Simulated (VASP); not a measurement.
# CO2 (I-42d) in VASP: notebook, part 2 of 2

VASP 6.6.1.

## Step 5: Relaxation of cell and atoms, PBE

This run uses another cell than the first one, of 11.73 Å³/atom, 1.498 times its volume.

File INCAR:

```
SYSTEM = CO2
PREC = Accurate
ENCUT = 600
EDIFF = 1E-6
ISMEAR = 0
SIGMA = 0.1
LREAL = .FALSE.
LASPH = .TRUE.
NELM = 60
ALGO = Normal
ISIF = 3
LWAVE = .FALSE.
LCHARG = .FALSE.
GGA = PE
IBRION = 2
NSW = 80
EDIFFG = -0.05
```

File KPOINTS:

```
regular mesh
0
G
  6 6 6
  0 0 0
```

File POSCAR:

```
CO2
1.0
   -2.2893153816      2.2893153816      3.3575890595
    2.2893153816     -2.2893153816      3.3575890595
    2.2893153816      2.2893153816     -3.3575890595
C O
2 4
Direct
    0.0000000000      0.0000000000      0.0000000000
    0.7500000000      0.2500000000      0.5000000000
    0.3750000000      0.2174786205      0.3424786205
    0.9674786205      0.6250000000      0.8424786205
    0.7825213795      0.1250000000      0.1575213795
    0.8750000000      0.0325213795      0.6575213795
```

Potentials or basis: VASP PAW PBE potentials, release 64 (C, O).

The run is started by

```
$ cat potpaw_PBE.64/C/POTCAR potpaw_PBE.64/O/POTCAR > POTCAR
$ mpirun -np 1 vasp_std > vasp.out
```

OUTCAR:

```text
SYSTEM = CO2
   PREC = Accurate
   ENCUT = 600
   EDIFF = 1E-6
   ISMEAR = 0
   LREAL = .FALSE.
   LASPH = .TRUE.
   NELM = 60
   ISIF = 3
   GGA = PE
   IBRION = 2
   NSW = 80
   EDIFFG = -0.05

 ion  position               nearest neighbor table
   1  0.000  0.000  0.000-   4 1.48   6 1.48   5 1.48   3 1.48
   2  0.750  0.250  0.500-   3 1.48   5 1.48   4 1.48   6 1.48
   3  0.375  0.217  0.342-   2 1.48   1 1.48
   4  0.967  0.625  0.842-   1 1.48   2 1.48
   5  0.783  0.125  0.158-   2 1.48   1 1.48
   6  0.875  0.033  0.658-   1 1.48   2 1.48

  LATTYP: Found a body centered tetragonal cell.
 ALAT       =     4.5786307632
 C/A-ratio  =     1.4666345609

  Lattice vectors:

 A1 = (  -2.2893153816,   2.2893153816,   3.3575890595)
 A2 = (   2.2893153816,  -2.2893153816,   3.3575890595)
 A3 = (   2.2893153816,   2.2893153816,  -3.3575890595)

Analysis of symmetry for initial positions (statically):
=====================================================================
 Subroutine PRICEL returns:
 Original cell was already a primitive cell.

 Routine SETGRP: Setting up the symmetry group for a
 body centered tetragonal supercell.

 Subroutine GETGRP returns: Found  8 space group operations
 (whereof  4 operations were pure point group operations)
 out of a pool of 16 trial point group operations.

The static configuration has the point symmetry S_4 .
 The point group associated with its full space group is D_2d.

Analysis of symmetry for dynamics (positions and initial velocities):
=====================================================================
 Subroutine PRICEL returns:
 Original cell was already a primitive cell.

 Routine SETGRP: Setting up the symmetry group for a
 body centered tetragonal supercell.

 Subroutine GETGRP returns: Found  8 space group operations
 (whereof  4 operations were pure point group operations)
 out of a pool of 16 trial point group operations.

The dynamic configuration has the point symmetry S_4 .
 The point group associated with its full space group is D_2d.

 Subroutine INISYM returns: Found  8 space group operations
 (whereof  4 operations are pure point group operations),
 and found     1 'primitive' translations

[... 105 lines left out ...]
   NSW    =     80    number of steps for IOM
   IBRION =      2    ionic relax: 0-MD 1-quasi-New 2-CG
   NFREE  =      1    steps in history (QN), initial steepest desc. (CG)
   ISIF   =      3    stress and relaxation
   ISYM   =      2    0-nonsym 1-usesym 2-fastsym
   POTIM  = 0.5000    time-step for ionic-motion
   TEBEG  =    0.0;   TEEND  =   0.0 temperature during run
   PSTRESS=    0.0 pullay stress
   NELECT =      32.0000    total number of electrons
   NUPDOWN=      -1.0000    fix difference up-down
   EMIN   =  10.00;   EMAX   =-10.00  energy-range for DOS
   EFERMI =   0.00;   METHOD = LEGACY
   ISMEAR =     0;   SIGMA  =   0.10  broadening in eV -4-tet -1-fermi 0-gaus
   EFERMI_NEDOS =   21; number of points for ismear=-14 and -15
   IALGO  =     38    algorithm
   IMIX   =      4    mixing-type and parameters
     AMIX     =   0.40;   BMIX     =  1.00
     AMIX_MAG =   1.60;   BMIX_MAG =  1.00
  volume/ion in A,a.u.               =      11.73        79.17
  Fermi-wavevector in a.u.,A,eV,Ry     =   1.258805  2.378797 21.559666  1.584591
  Thomas-Fermi vector in A             =   2.392397
   LORBIT       =      0    0 simple, 1 ext, 2 COOP (PROOUT), +10 PAW based schemes
   GGA     = PE    functional components
   LHFCALC =     F    Hartree Fock is set to
   AEXX    =    0.0000 exact exchange contribution
   IVDW    =     0    specifies the selected vdW correction
   LEPSILON=     F    determine dielectric tensor
   LRPA    =     F    only Hartree local field effects (RPA)
 conjugate gradient relaxation of ions
 non-spin polarized calculation
 Gauss-broadening in eV      SIGMA  =   0.10
  energy-cutoff  :      600.00
  volume of cell :       70.39
 maximum number of plane-waves:      2362
 NGX is ok and might be reduce to    40
   NGX = 19   NGY = 19   NGZ = 19

--------------------------------------- Ionic step        1  -------------------------------------------

 number of electron      32.0000003 magnetization

 Free energy of the ion-electron system (eV)
  ---------------------------------------------------
  ext. energy  EPLUGINS =         0.00000000
  ---------------------------------------------------
  free energy    TOTEN  =       -40.64554385 eV

  energy without entropy =      -40.64554385  energy(sigma->0) =      -40.64554385

 E-fermi :  -0.7383     XC(G=0):  -8.7537

 val. band max:       -1.1539961771   @ k =   0.5000   0.5000   0.5000
 cond. band min:       3.2005266790   @ k =   0.0000   0.0000   0.0000
 fundamental gap:      4.3545228561
 Fermi energy:        -0.7383426883
[... 1788 lines left out ...]
     19       9.8820      0.00000
     20      10.5590      0.00000

 [... further k-points ...]

[... ionic steps 4 to 12 ...]

--------------------------------------- Ionic step       13  -------------------------------------------

 number of electron      32.0000001 magnetization

------------------------ aborting loop because EDIFF is reached ----------------------------------------
[... 75 lines left out ...]
--------------------------------------- Ionic step       15  -------------------------------------------

 number of electron      32.0000001 magnetization

 Free energy of the ion-electron system (eV)
  ---------------------------------------------------
  ext. energy  EPLUGINS =         0.00000000
  ---------------------------------------------------
  free energy    TOTEN  =       -43.54697803 eV

  energy without entropy =      -43.54697803  energy(sigma->0) =      -43.54697803

 E-fermi :   2.6216     XC(G=0): -11.0552

 val. band max:        2.0995946631   @ k =   0.5000   0.0000   0.0000
 cond. band min:       9.7385502084   @ k =   0.0000   0.0000   0.0000
 fundamental gap:      7.6389555452
 Fermi energy:         2.6215873949
[... 585 lines left out ...]
  FREE ENERGIE OF THE ION-ELECTRON SYSTEM (eV)
  ---------------------------------------------------
  free  energy   TOTEN  =       -43.5469780260 eV

  energy  without entropy=      -43.5469780260  energy(sigma->0) =      -43.54697803

 reached required accuracy - stopping structural energy minimisation
```

OSZICAR:

```text
N       E                     dE             d eps       ncg     rms          rms(c)
DAV:   1     0.218618250290E+03    0.21862E+03   -0.19117E+04  1200   0.168E+03
DAV:   2    -0.304566473358E+02   -0.24907E+03   -0.24031E+03  1680   0.344E+02
DAV:   3    -0.439512105425E+02   -0.13495E+02   -0.13392E+02  1432   0.887E+01
DAV:   4    -0.441747826922E+02   -0.22357E+00   -0.22266E+00  1580   0.118E+01
[... 139 lines left out ...]
DAV:   1    -0.435475613692E+02   -0.11579E-02   -0.26480E-01  1200   0.436E+00    0.250E-01
DAV:   2    -0.435470997959E+02    0.46157E-03   -0.69589E-03  1436   0.684E-01    0.815E-02
DAV:   3    -0.435469980357E+02    0.10176E-03   -0.25255E-04  1368   0.134E-01    0.359E-02
DAV:   4    -0.435469781862E+02    0.19850E-04   -0.77786E-05  1412   0.746E-02    0.789E-03
DAV:   5    -0.435469780260E+02    0.16022E-06   -0.64483E-06  1384   0.214E-02
  15 F= -.43546978E+02 E0= -.43546978E+02  d E =-.573929E-03
```

CONTCAR:

```text
CO2
   1.00000000000000
    -1.9804045398219599    1.9804045398219599    3.0009103544912605
     1.9804045398219599   -1.9804045398219599    3.0009103544912605
     1.9804045398219599    1.9804045398219599   -3.0009103544912605
  C               O
     2     4
Direct
     0.0000000000000000    0.0000000000000000    0.0000000000000000
     0.7500000000000000    0.2500000000000000    0.5000000000000000
     0.3750000000000000    0.2900497187684004    0.4150497187684004
     0.0400497187684004    0.6250000000000000    0.9150497187684005
     0.7099502812315995    0.1250000000000000    0.0849502812315996
     0.8750000000000000    0.9599502812315996    0.5849502812315995

  0.00000000E+00  0.00000000E+00  0.00000000E+00
  0.00000000E+00  0.00000000E+00  0.00000000E+00
  0.00000000E+00  0.00000000E+00  0.00000000E+00
  0.00000000E+00  0.00000000E+00  0.00000000E+00
  0.00000000E+00  0.00000000E+00  0.00000000E+00
  0.00000000E+00  0.00000000E+00  0.00000000E+00
```

It took 13 min on 1 thread of Oxide Virtual Turin-like, shared host; peak memory 0.22 GiB.

What came out:

```yaml
Free_energy: -43.5470 eV
Relaxed_volume: 7.85 Å³/atom
Relaxed_cell: a = 4.105 Å, b = 4.105 Å, c = 4.105 Å, α = 122.31°, β = 122.31°, γ = 86.05°
Space_group_after_relaxing_to_0.05_Å: I-42d (No. 122)
Energy_gained_by_relaxing: 483.6 meV/atom
Ionic_steps: 15
Pressure_after_relaxing: 0.2 GPa
Largest_force_after_relaxing: 0.011 eV/Å
Band_gap_on_the_k_mesh: 7.64 eV, indirect (least direct gap 8.08 eV)
```

Forces in eV/Å, atoms in the order of the input:
```
C    0.000  0.000  0.000
C    0.000  0.000  0.000
O   -0.011  0.000  0.000
O    0.000 -0.011  0.000
O    0.000  0.011  0.000
O    0.011  0.000  0.000
```

Step by step:
```
step  energy change (eV)  largest force (eV/Å)  pressure (GPa)  volume (Å³)
   1              0.0000                0.3771          -28.33        70.39
   2             -1.2049                3.2367           26.89        51.29
   3             -1.5580                2.0426            1.57        56.36
   4             -2.2607                1.5119           -0.43        53.69
   5             -2.7359                0.3317           -6.87        49.47
   6             -2.7417                0.0435           -5.93        49.98
   7             -2.8065                0.4116            7.61        46.50
   8             -2.8144                0.2945            4.01        47.33
   9             -2.8774                0.1393            1.14        46.84
  10             -2.8816                0.2956            0.10        46.66
  11             -2.8974                0.0503            2.53        46.55
  12             -2.8976                0.0201            2.31        46.56
  13             -2.8974                0.1416           -2.15        47.45
  14             -2.9009                0.0609            0.07        47.00
  15             -2.9014                0.0106            0.23        47.08
```

Final structure:
```
C O
1.0
    -1.98040    1.98040    3.00091
     1.98040   -1.98040    3.00091
     1.98040    1.98040   -3.00091
C O
2 4
Direct
  0.00000 0.00000 0.00000
  0.75000 0.25000 0.50000
  0.37500 0.29005 0.41505
  0.04005 0.62500 0.91505
  0.70995 0.12500 0.08495
  0.87500 0.95995 0.58495
```

Levels at points of the mesh, in eV from the valence-band top:
```csv
k point,band 13,band 14,band 15,band 16,band 17,band 18,band 19,band 20
"(0.00, 0.00, 0.00)",-1.17,-0.86,-0.86,-0.44,7.64,9.04,9.17,9.17
"(0.50, 0.00, 0.00)",-1.66,-1.34,-0.40,0.00,8.16,9.36,9.53,10.22
"(0.50, 0.50, 0.00)",-0.63,-0.63,-0.50,-0.50,8.78,8.78,9.83,9.83
"(0.50, 0.50, 0.50)",-2.81,-2.81,0.00,0.00,8.83,8.83,10.54,10.54
```

Caveat: the volume moved by over 15 % at a fixed basis, so the end points are rough; the relaxation stopped at a loose force limit of 0.05 eV/Å, so its end isn't a converged minimum. As with any semilocal functional, this PBE gap is likely too small.

## Step 6: Relaxation of cell and atoms, PBE

File INCAR:

```
PREC = Accurate
ENCUT = 600
EDIFF = 1E-6
ISMEAR = 0
SIGMA = 0.02
LREAL = F
LASPH = T
NELM = 80
ALGO = Normal
ISIF = 3
LWAVE = F
LCHARG = F
GGA = PE
IBRION = 2
NSW = 80
EDIFFG = -0.01
```

File KPOINTS:

```
Automatic mesh
0
Gamma
  8 8 8
```

File POSCAR:

```
CO2
1.0
   -1.9818344701      1.9818344701      2.9905793480
    1.9818344701     -1.9818344701      2.9905793480
    1.9818344701      1.9818344701     -2.9905793480
C O
2 4
Direct
    0.0000000000      0.0000000000      0.0000000000
    0.7500000000      0.2500000000      0.5000000000
    0.3750000000      0.2896045609      0.4146045609
    1.0396045609      0.6250000000      0.9146045609
    0.7103954391      0.1250000000      0.0853954391
    0.8750000000     -0.0396045609      0.5853954391
```

Potentials or basis: VASP PAW PBE potentials, release 64 (C, O).

The run is started by

```
$ cat potpaw_PBE.64/C/POTCAR potpaw_PBE.64/O/POTCAR > POTCAR
$ mpirun -np 1 vasp_std > vasp.out
```

Run time: 3.8 min. Hardware: 1 thread of Oxide Virtual Turin-like, shared host; peak memory 0.19 GiB.

It converged, with:

| Quantity | Value |
| --- | --- |
| Free energy | -43.4505 eV |
| Relaxed volume | 7.85 Å³/atom |
| Relaxed cell | a = 4.102 Å, b = 4.102 Å, c = 4.102 Å, α = 122.16°, β = 122.16°, γ = 86.29° |
| Space group after relaxing (to 0.05 Å) | I-42d (No. 122) |
| Energy gained by relaxing | 0.1 meV/atom |
| Ionic steps | 3 |
| Pressure after relaxing | 0.0 GPa |
| Band gap on the k mesh | 7.63 eV, indirect (least direct gap 8.06 eV) |

Step by step:
| step | energy change (eV) | largest force (eV/Å) | pressure (GPa) | volume (Å³) |
| --- | --- | --- | --- | --- |
| 1 | 0.0000 | 0.0591 | 0.84 | 46.98 |
| 2 | 0.0005 | 0.0874 | -1.23 | 47.27 |
| 3 | -0.0004 | 0.0007 | 0.00 | 47.10 |

Final structure:
```cif
data_structure
_symmetry_space_group_name_H-M 'P 1'
_symmetry_Int_Tables_number 1
_cell_length_a 4.1018
_cell_length_b 4.1018
_cell_length_c 4.1018
_cell_angle_alpha 122.163
_cell_angle_beta 122.163
_cell_angle_gamma 86.293
_cell_volume 47.10
loop_
_atom_site_label
_atom_site_type_symbol
_atom_site_fract_x
_atom_site_fract_y
_atom_site_fract_z
_atom_site_occupancy
C1 C 0.00000 0.00000 0.00000 1
C2 C 0.75000 0.25000 0.50000 1
O1 O 0.37500 0.28990 0.41490 1
O2 O 0.03990 0.62500 0.91490 1
O3 O 0.71010 0.12500 0.08510 1
O4 O 0.87500 0.96010 0.58510 1
```

Levels at points of the mesh, in eV from the valence-band top:
```
           k point  band 13  band 14  band 15  band 16  band 17  band 18  band 19  band 20
(0.00, 0.00, 0.00)    -1.18    -0.87    -0.87    -0.43     7.63     9.03     9.18     9.18
(0.50, 0.00, 0.00)    -1.66    -1.34    -0.41     0.00     8.17     9.36     9.50    10.22
(0.50, 0.50, 0.00)    -0.64    -0.64    -0.51    -0.51     8.78     8.78     9.82     9.82
(0.50, 0.50, 0.50)    -2.81    -2.81    -0.01    -0.01     8.85     8.85    10.52    10.52
```

## Step 7: Summary

| task | cell | k mesh | cutoff (eV) | smearing | gap on the mesh (eV) | pressure (GPa) | relaxed volume (Å³/atom) | largest force (eV/Å) |
| --- | --- | --- | --- | --- | --- | --- | --- | --- |
| single point | a = 4.099 Å, angles 122.2, 122.2, 86.3°, 6 atoms | 6 × 6 × 6 | 520 | gaussian 0.1 eV | 7.64 | 1.4 | - | 0.06 |
| single point | a = 4.664 Å, angles 121.2, 121.2, 87.9°, 6 atoms | 6 × 6 × 6 | 520 | gaussian 0.1 eV | 4.35 | -28.0 | - | 0.38 |
| single point | a = 4.099 Å, angles 122.1, 122.1, 86.3°, 6 atoms | 8 × 8 × 8 | 520 | gaussian 0.02 eV | 7.64 | 1.3 | - | 0.07 |
| relaxation of cell and atoms | relaxed from a = 4.664 Å, angles 121.2, 121.2, 87.9°, 6 atoms | 6 × 6 × 6 | 600 | gaussian 0.1 eV | 7.64 | 0.2 | 7.85 | 0.01 |
| relaxation of cell and atoms | relaxed from a = 4.099 Å, angles 122.2, 122.2, 86.3°, 6 atoms | 8 × 8 × 8 | 600 | gaussian 0.02 eV | 7.63 | 0.0 | 7.85 | - |

Alike in all rows: level PBE; potentials or basis VASP PAW PBE potentials, release 64 (C, O); no spin polarisation.

Caveats: the volume moved by over 15 % at a fixed basis, so the end points are rough (some runs); the relaxation stopped at a loose force limit of 0.05 eV/Å, so its end isn't a converged minimum (some runs).

Total energies depend on the potentials used, so only differences within one code and one set of settings carry meaning.
